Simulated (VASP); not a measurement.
A run of VASP 6.6.1 is set up as follows.

The input INCAR:

```
PREC = Accurate
ENCUT = 520
EDIFF = 1E-6
ISMEAR = 0
SIGMA = 0.01
LREAL = False
LASPH = True
NELM = 80
ALGO = Normal
ISIF = 2
LWAVE = False
LCHARG = False
GGA = CA
NBANDS = 11
```

KPOINTS

```
Automatic mesh
0
Gamma
  10 10 10
```

POSCAR

```
AlN
1.0
    2.1277202342      2.1277202342      0.0000000000
   -2.1277202342      2.1277202342      0.0000000000
    0.0000000000      2.1277202342      2.1971968133
Al N
1 1
Direct
    0.0000000000      0.0000000000      0.0000000000
    0.2500000000      0.7500000000      0.5000000000
```

Potentials or basis: VASP PAW LDA potentials, release 64 (Al, N).

Run with:

```sh
$ cat potpaw_LDA.64/Al/POTCAR potpaw_LDA.64/N/POTCAR > POTCAR
$ mpirun -np 1 vasp_std > vasp.out
```

(1) Predict the band gap on the k mesh.

(2) What does it give for the pressure?

Results:

(1) 3.14 eV, indirect (least direct gap 4.60 eV).

(2) 7.0 GPa.

Caveat: the cell differs from its parent crystal (in-plane strain -0.02).
